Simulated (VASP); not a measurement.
# Eu (Im-3m) in VASP: notebook

Eu is run at these levels: PBE, PBE+D3(BJ), PBEsol; tasks: single point.

Everything below comes from runs of VASP 6.6.1. Logs are shortened: lines on timing, memory, paths and dates and some standing lists are left out, and cuts for length are marked.

**1. The cell of the first run**

It takes space group Im-3m (No. 229, cubic). The conventional cell has a = 4.606 Å, b = 4.606 Å, c = 4.606 Å, α = 90.00°, β = 90.00°, γ = 90.00°. Within 5.2 Å of Eu (site symmetry m-3m) lie 14 Eu at 3.99 to 4.61 Å.

**2. Single point, PBE, collinear spin, ferromagnetic start**

Contents of INCAR:

```
PREC = Accurate ; ENCUT = 520
EDIFF = 1E-6 ; ISMEAR = 0
SIGMA = 0.05 ; LREAL = F
LASPH = T ; NELM = 150
ALGO = Normal ; ISIF = 2
LWAVE = F ; LCHARG = F
ISPIN = 2 ; MAGMOM = 7
LORBIT = 11 ; LMAXMIX = 6
GGA = PE ; NBANDS = 18
```

Contents of KPOINTS:

```
regular mesh
0
Gamma
  8 8 8
```

Contents of POSCAR:

```
Eu
1.0
   -2.3030000000      2.3030000000      2.3030000000
    2.3030000000     -2.3030000000      2.3030000000
    2.3030000000      2.3030000000     -2.3030000000
Eu
1
Direct
    0.0000000000      0.0000000000      0.0000000000
```

Potentials or basis: VASP PAW PBE potentials, release 64 (Eu).

Command:

```console
> cat potpaw_PBE.64/Eu/POTCAR > POTCAR
> mpirun -np 1 vasp_std > vasp.out
```

OUTCAR:

```text
PREC = Accurate
   ENCUT = 520
   EDIFF = 1E-6
   ISMEAR = 0
   LREAL = F
   LASPH = T
   NELM = 150
   ISIF = 2
   ISPIN = 2
   LORBIT = 11
   GGA = PE

 ion  position               nearest neighbor table
   1  0.000  0.000  0.000-

  LATTYP: Found a body centered cubic cell.
 ALAT       =     4.6060000000

  Lattice vectors:

 A1 = (  -2.3030000000,   2.3030000000,   2.3030000000)
 A2 = (   2.3030000000,  -2.3030000000,   2.3030000000)
 A3 = (   2.3030000000,   2.3030000000,  -2.3030000000)

Analysis of symmetry for initial positions (statically):
=====================================================================
 Subroutine PRICEL returns:
 Original cell was already a primitive cell.

 Routine SETGRP: Setting up the symmetry group for a
 body centered cubic supercell.

 Subroutine GETGRP returns: Found 48 space group operations
 (whereof 48 operations were pure point group operations)
 out of a pool of 48 trial point group operations.

The static configuration has the point symmetry O_h .

Analysis of symmetry for dynamics (positions and initial velocities):
=====================================================================
 Subroutine PRICEL returns:
 Original cell was already a primitive cell.

 Routine SETGRP: Setting up the symmetry group for a
 body centered cubic supercell.

 Subroutine GETGRP returns: Found 48 space group operations
 (whereof 48 operations were pure point group operations)
 out of a pool of 48 trial point group operations.

The dynamic configuration has the point symmetry O_h .

Analysis of structural, dynamic, and magnetic symmetry:
=====================================================================
 Subroutine PRICEL returns:
 Original cell was already a primitive cell.

 Routine SETGRP: Setting up the symmetry group for a
 body centered cubic supercell.

 Subroutine GETGRP returns: Found 48 space group operations
 (whereof 48 operations were pure point group operations)
 out of a pool of 48 trial point group operations.

The overall configuration has the point symmetry O_h .

 Subroutine INISYM returns: Found 48 space group operations
 (whereof 48 operations are pure point group operations),
 and found     1 'primitive' translations

----------------------------------------------------------------------------------------

                                     Primitive cell

  volume of cell :      48.8587

  direct lattice vectors                    reciprocal lattice vectors
    -2.303000000  2.303000000  2.303000000     0.000000000  0.217108120  0.217108120
     2.303000000 -2.303000000  2.303000000     0.217108120  0.000000000  0.217108120
     2.303000000  2.303000000 -2.303000000     0.217108120  0.217108120  0.000000000

  length of vectors
     3.988913010  3.988913010  3.988913010     0.307037248  0.307037248  0.307037248

  position of ions in fractional coordinates (direct lattice)
     0.000000000  0.000000000  0.000000000

  ion indices of the primitive-cell ions
   primitive index   ion index
                 1           1

----------------------------------------------------------------------------------------

 KPOINTS: regular mesh

Automatic generation of k-mesh.
 Grid dimensions read from file:
 generate k-points for:    8    8    8

 Generating k-lattice:

  Cartesian coordinates                     Fractional coordinates (reciprocal lattice)
     0.000000000  0.027138515  0.027138515     0.125000000  0.000000000  0.000000000
     0.027138515  0.000000000  0.027138515     0.000000000  0.125000000  0.000000000
     0.027138515  0.027138515  0.000000000     0.000000000  0.000000000  0.125000000

  Length of vectors
     0.038379656  0.038379656  0.038379656

  Shift w.r.t. Gamma in fractional coordinates (k-lattice)
     0.000000000  0.000000000  0.000000000

 Subroutine IBZKPT returns following result:
 ===========================================

 Found     29 irreducible k-points:

 Following reciprocal coordinates:
            Coordinates               Weight
  0.000000  0.000000  0.000000      1.000000
  0.125000  0.000000  0.000000     12.000000
  0.250000  0.000000  0.000000     12.000000
  0.375000  0.000000  0.000000     12.000000
  0.500000  0.000000  0.000000      6.000000
  0.125000  0.125000  0.000000     24.000000
[... 16 lines left out ...]
 -0.250000  0.250000  0.250000      6.000000
 -0.375000  0.375000  0.250000     24.000000
 [... further k-points ...]
   k-points           NKPTS =     29   k-points in BZ     NKDIM =     29   number of bands    NBANDS=     18
   number of dos      NEDOS =    301   number of ions     NIONS =      1
   total plane-waves  NPLWV =  27000
   dimension x,y,z NGX =    30 NGY =   30 NGZ =   30
   dimension x,y,z NGXF=    60 NGYF=   60 NGZF=   60
   ions per type =               1
   NGX,Y,Z   is equivalent  to a cutoff of  12.50, 12.50, 12.50 a.u.
   NGXF,Y,Z  is equivalent  to a cutoff of  25.01, 25.01, 25.01 a.u.
 SYSTEM =  unknown system
   PREC   = accura    normal or accurate (medium, high low for compatibility)
   ISTART =      0    job   : 0-new  1-cont  2-samecut
   ICHARG =      2    charge: 1-file 2-atom 10-const
   ISPIN  =      2    spin polarized calculation?
   LNONCOLLINEAR =      F non collinear calculations
   LSORBIT =      F    spin-orbit coupling
   LASPH  =      T    aspherical Exc in radial PAW
   ENCUT  =  520.0 eV  38.22 Ry    6.18 a.u.   7.42  7.42  7.42*2*pi/ulx,y,z
   NELM   =    150;   NELMIN=  2; NELMDL= -5     # of ELM steps
   EDIFF  = 0.1E-05   stopping-criterion for ELM
   LREAL  =      F    real-space projection
   EDIFFG = 0.1E-04   stopping-criterion for IOM
   NSW    =      0    number of steps for IOM
   IBRION =     -1    ionic relax: 0-MD 1-quasi-New 2-CG
   NFREE  =      0    steps in history (QN), initial steepest desc. (CG)
   ISIF   =      2    stress and relaxation
   ISYM   =      2    0-nonsym 1-usesym 2-fastsym
   POTIM  = 0.5000    time-step for ionic-motion
   TEBEG  =    0.0;   TEEND  =   0.0 temperature during run
   PSTRESS=    0.0 pullay stress
   NELECT =      17.0000    total number of electrons
   NUPDOWN=      -1.0000    fix difference up-down
   EMIN   =  10.00;   EMAX   =-10.00  energy-range for DOS
   EFERMI =   0.00;   METHOD = LEGACY
   ISMEAR =     0;   SIGMA  =   0.05  broadening in eV -4-tet -1-fermi 0-gaus
   EFERMI_NEDOS =   21; number of points for ismear=-14 and -15
   IALGO  =     38    algorithm
   IMIX   =      4    mixing-type and parameters
     AMIX     =   0.40;   BMIX     =  1.00
     AMIX_MAG =   1.60;   BMIX_MAG =  1.00
  volume/ion in A,a.u.               =      48.86       329.71
  Fermi-wavevector in a.u.,A,eV,Ry     =   1.151447  2.175919 18.039008  1.325830
  Thomas-Fermi vector in A             =   2.288104
   LORBIT       =     11    0 simple, 1 ext, 2 COOP (PROOUT), +10 PAW based schemes
   GGA     = PE    functional components
   LHFCALC =     F    Hartree Fock is set to
   AEXX    =    0.0000 exact exchange contribution
   IVDW    =     0    specifies the selected vdW correction
   LEPSILON=     F    determine dielectric tensor
   LRPA    =     F    only Hartree local field effects (RPA)
 spin polarized calculation
 Gauss-broadening in eV      SIGMA  =   0.05
  energy-cutoff  :      520.00
  volume of cell :       48.86
 maximum number of plane-waves:      1337
 NGX is ok and might be reduce to    30
   NGX = 15   NGY = 15   NGZ = 15

 number of electron      17.0000007 magnetization       7.3682253

 Free energy of the ion-electron system (eV)
  ---------------------------------------------------
  ext. energy  EPLUGINS =         0.00000000
  ---------------------------------------------------
  free energy    TOTEN  =       -11.39444679 eV

  energy without entropy =      -11.39142105  energy(sigma->0) =      -11.39293392

 E-fermi :   1.6336     XC(G=0):  -8.2442

 val. band max:        1.6231622442   @ k =   0.2500   0.2500   0.1250
 cond. band min:       1.6460534967   @ k =   0.3750   0.2500   0.0000
 fundamental gap:      0.0228912525
 Fermi energy:         1.6336063605

 spin component 1

 k-point     1 :       0.0000    0.0000    0.0000
  band No.  band energies     occupation
      1     -40.1828      1.00000
      2     -18.8340      1.00000
      3     -18.8340      1.00000
      4     -18.8340      1.00000
      5      -2.5784      1.00000
      6       1.0807      1.00000
[... 10 lines left out ...]
     17       4.7451      0.00000
     18      10.3495      0.00000

 k-point     2 :       0.1250    0.0000    0.0000
  band No.  band energies     occupation
      1     -40.1803      1.00000
      2     -18.8748      1.00000
      3     -18.8474      1.00000
      4     -18.8340      1.00000
      5      -2.2733      1.00000
      6       1.0796      1.00000
[... 10 lines left out ...]
     17       4.7634      0.00000
     18      10.5682      0.00000
[... 442 lines left out ...]
 k-point    24 :      -0.3750    0.3750    0.2500
  band No.  band energies     occupation
      1     -40.1607      1.00000
      2     -19.0352      1.00000
      3     -18.9623      1.00000
      4     -18.9351      1.00000
      5       0.3813      1.00000
      6       0.9972      1.00000
[... 10 lines left out ...]
     17       5.5221      0.00000
     18       8.6455      0.00000

 [... further k-points ...]

 spin component 2

 k-point     1 :       0.0000    0.0000    0.0000
  band No.  band energies     occupation
      1     -37.0311      1.00000
      2     -16.4972      1.00000
      3     -16.4972      1.00000
      4     -16.4972      1.00000
      5      -1.8483      1.00000
      6       4.2259      0.00000
[... 10 lines left out ...]
     17       6.1522      0.00000
     18      11.3710      0.00000

 k-point     2 :       0.1250    0.0000    0.0000
  band No.  band energies     occupation
      1     -37.0277      1.00000
      2     -16.5505      1.00000
      3     -16.5144      1.00000
      4     -16.4974      1.00000
      5      -1.5312      1.00000
      6       3.9500      0.00000
[... 10 lines left out ...]
     17       6.1774      0.00000
     18      11.5973      0.00000
[... 442 lines left out ...]
 k-point    24 :      -0.3750    0.3750    0.2500
  band No.  band energies     occupation
      1     -37.0017      1.00000
      2     -16.7563      1.00000
      3     -16.6606      1.00000
      4     -16.6269      1.00000
      5       1.2050      1.00000
      6       2.3415      0.00000
[... 10 lines left out ...]
     17       6.9209      0.00000
     18       9.8450      0.00000

 [... further k-points ...]

------------------------ aborting loop because EDIFF is reached ----------------------------------------

  FORCE on cell =-STRESS in cart. coord.  units (eV):
  Direction    XX          YY          ZZ          XY          YZ          ZX
  --------------------------------------------------------------------------------------
  -------------------------------------------------------------------------------------
  Total       -0.5465913     -0.5465913     -0.5465913      0.0000000      0.0000000      0.0000000
  in kB      -17.9238588    -17.9238588    -17.9238588      0.0000000      0.0000000      0.0000000
  external PRESSURE =     -17.9238588 kB  Pullay stress =       0.0000000 kB

 VOLUME and BASIS-vectors are now :
 -----------------------------------------------------------------------------
  energy-cutoff  :      520.00
  volume of cell :       48.86
      direct lattice vectors                 reciprocal lattice vectors
    -2.303000000  2.303000000  2.303000000     0.000000000  0.217108120  0.217108120
     2.303000000 -2.303000000  2.303000000     0.217108120  0.000000000  0.217108120
     2.303000000  2.303000000 -2.303000000     0.217108120  0.217108120  0.000000000

 POSITION                                       TOTAL-FORCE (eV/Angst)
 -----------------------------------------------------------------------------------
      0.00000      0.00000      0.00000        -0.000000     -0.000000      0.000000
 -----------------------------------------------------------------------------------
    total drift:                                0.000000     -0.000000      0.000000

  FREE ENERGIE OF THE ION-ELECTRON SYSTEM (eV)
  ---------------------------------------------------
  free  energy   TOTEN  =       -11.3944467928 eV

  energy  without entropy=      -11.3914210484  energy(sigma->0) =      -11.39293392

 total charge

# of ion       s       p       d       f       tot
--------------------------------------------------
    1        2.078   5.720   0.233   6.685  14.717

 magnetization (x)

# of ion       s       p       d       f       tot
--------------------------------------------------
    1       -0.005  -0.097   0.123   6.684   6.704
```

It took 2.3 min on 1 thread of Intel Xeon 8259CL, shared host; peak memory 0.22 GiB.

What came out:

- Free energy: -11.3944 eV
- Pressure: -1.8 GPa
- Net moment: 7.37 μB per cell
- Site moments: Eu +6.70 μB
- Valence electrons inside the program's atomic spheres: Eu 14.72

Levels at points of the mesh, in eV from the Fermi level:
Spin up:
```tsv
k point	band 9	band 10	band 11	band 12	band 13	band 14	band 15	band 16
(0.00, 0.00, 0.00)	-0.44	-0.44	-0.44	-0.40	1.65	1.65	1.65	3.11
(0.50, 0.00, 0.00)	-0.46	-0.44	-0.44	-0.42	0.40	0.45	2.97	3.62
(0.50, 0.50, 0.50)	-0.53	-0.53	-0.40	-0.40	-0.40	4.17	4.17	4.17
```
Spin down:
```
           k point  band 2  band 3  band 4  band 5  band 6  band 7  band 8  band 9
(0.00, 0.00, 0.00)  -18.13  -18.13  -18.13   -3.48    2.59    2.59    2.59    3.98
(0.50, 0.00, 0.00)  -18.48  -18.25  -18.13   -0.86    1.13    1.30    3.91    4.06
(0.50, 0.50, 0.50)  -18.38  -18.38  -18.38   -0.09   -0.09    3.78    3.78    3.78
```

Caveat: spin-orbit coupling is left out, which moves the levels of the heavy elements.

**3. Single point, PBE, collinear spin, ferromagnetic start**

Contents of INCAR:

```
ALGO = Normal
EDIFF = 1E-6
ENCUT = 520
GGA = PE
ISIF = 2
ISMEAR = 0
ISPIN = 2
LASPH = True
LCHARG = False
LMAXMIX = 6
LORBIT = 11
LREAL = False
LWAVE = False
MAGMOM = 7
NBANDS = 18
NELM = 150
PREC = Accurate
SIGMA = 0.05
```

Contents of KPOINTS:

```
k-points
0
Gamma
  8 8 8
```

Contents of POSCAR:

```
Eu
1.0
    3.9889130100      0.0000000000      0.0000000000
   -1.3296376697      3.7607832520      0.0000000000
   -1.3296376697     -1.8803916254      3.2569338347
Eu
1
Direct
    0.0000000000      0.0000000000      0.0000000000
```

Potentials or basis: VASP PAW PBE potentials, release 64 (Eu).

Command:

```console
> cat potpaw_PBE.64/Eu/POTCAR > POTCAR
> mpirun -np 1 vasp_std > vasp.out
```

It took 2.8 min on 1 thread of Intel Xeon 8259CL, shared host; peak memory 0.22 GiB.

The run converged. Its results:

* Free energy: -11.3944 eV
* Pressure: -1.8 GPa
* Net moment: 7.37 μB per cell
* Site moments: Eu +6.70 μB
* Valence electrons inside the program's atomic spheres: Eu 14.72

Levels at points of the mesh, in eV from the Fermi level:
Spin up:
```
           k point  band 10  band 11  band 12  band 13  band 14  band 15
(0.00, 0.00, 0.00)    -0.44    -0.44    -0.40     1.65     1.65     1.65
(0.50, 0.00, 0.00)    -0.44    -0.44    -0.42     0.40     0.45     2.97
(0.50, 0.50, 0.50)    -0.53    -0.40    -0.40    -0.40     4.17     4.17
```
Spin down:
```tsv
k point	band 1	band 2	band 3	band 4	band 5	band 6	band 7	band 8	band 9	band 10
(0.00, 0.00, 0.00)	-38.66	-18.13	-18.13	-18.13	-3.48	2.59	2.59	2.59	3.98	3.98
(0.50, 0.00, 0.00)	-38.64	-18.48	-18.25	-18.13	-0.86	1.13	1.30	3.91	4.06	4.18
(0.50, 0.50, 0.50)	-38.62	-18.38	-18.38	-18.38	-0.09	-0.09	3.78	3.78	3.78	4.13
```

Caveat: spin-orbit coupling is left out, which moves the levels of the heavy elements. The state reached can hang on the start; a lower one may exist.

**4. Single point, PBE+D3(BJ), collinear spin, ferromagnetic start**

Contents of INCAR:

```
SYSTEM = Eu
PREC = Accurate
ENCUT = 520
EDIFF = 1E-6
ISMEAR = -1
SIGMA = 0.1
LREAL = .False.
LASPH = .True.
NELM = 150
ALGO = Normal
ISIF = 2
LWAVE = .False.
LCHARG = .True.
ISPIN = 2
MAGMOM = 7
LORBIT = 11
LMAXMIX = 6
GGA = PE
IVDW = 12
LELF = .True.
LVHAR = .True.
NBANDS = 14
```

Contents of KPOINTS:

```
regular mesh
0
Gamma
  8 8 8
  0 0 0
```

Contents of POSCAR:

```
Eu
1.0
   -2.3030000000      2.3030000000      2.3030000000
    2.3030000000     -2.3030000000      2.3030000000
    2.3030000000      2.3030000000     -2.3030000000
Eu
1
Direct
    0.0000000000      0.0000000000      0.0000000000
```

Potentials or basis: VASP PAW PBE potentials, release 64 (Eu_2), 4f in core.

Command:

```console
> cat potpaw_PBE.64/Eu_2/POTCAR > POTCAR
> mpirun -np 1 vasp_std > vasp.out
```

Run time: 27 s. Hardware: 1 thread of Intel Xeon Platinum 8559C (Emerald Rapids), shared host; peak memory 0.21 GiB.

The run converged. Its results:

```yaml
Free_energy: -2.0993 eV
Pressure: -1.9 GPa
Band_gap_on_the_k_mesh: zero (filled and empty bands overlap)
Net_moment: 0.00 μB per cell
Valence_electrons_inside_the_program's_atomic_spheres: Eu 7.06
Dispersion_energy_per_atom: -0.241 eV
```

Levels at points of the mesh, in eV from the Fermi level:
Spin up:
| k point | band 1 | band 2 | band 3 | band 4 | band 5 | band 6 | band 7 | band 8 | band 9 |
| --- | --- | --- | --- | --- | --- | --- | --- | --- | --- |
| (0.00, 0.00, 0.00) | -18.94 | -18.94 | -18.94 | -3.76 | 2.34 | 2.34 | 2.34 | 3.88 | 3.88 |
| (0.50, 0.00, 0.00) | -19.26 | -19.05 | -18.94 | -1.12 | 0.83 | 1.06 | 3.73 | 4.45 | 5.95 |
| (0.50, 0.50, 0.50) | -19.17 | -19.17 | -19.17 | -0.38 | -0.38 | 4.56 | 4.56 | 4.56 | 5.45 |
Spin down:
| k point | band 2 | band 3 | band 4 | band 5 | band 6 | band 7 |
| --- | --- | --- | --- | --- | --- | --- |
| (0.00, 0.00, 0.00) | -18.94 | -18.94 | -3.75 | 2.34 | 2.34 | 2.34 |
| (0.50, 0.00, 0.00) | -19.05 | -18.94 | -1.12 | 0.83 | 1.06 | 3.73 |
| (0.50, 0.50, 0.50) | -19.17 | -19.17 | -0.38 | -0.38 | 4.57 | 4.57 |

Caveat: three body term missing; spin-orbit coupling is left out, which moves the levels of the heavy elements; the 4f electrons are frozen in the core, so they carry no moment and show no levels; pairwise dispersion overbinds metals, which lowers pressure and volume.

(Part 1 of 2 ends here.)
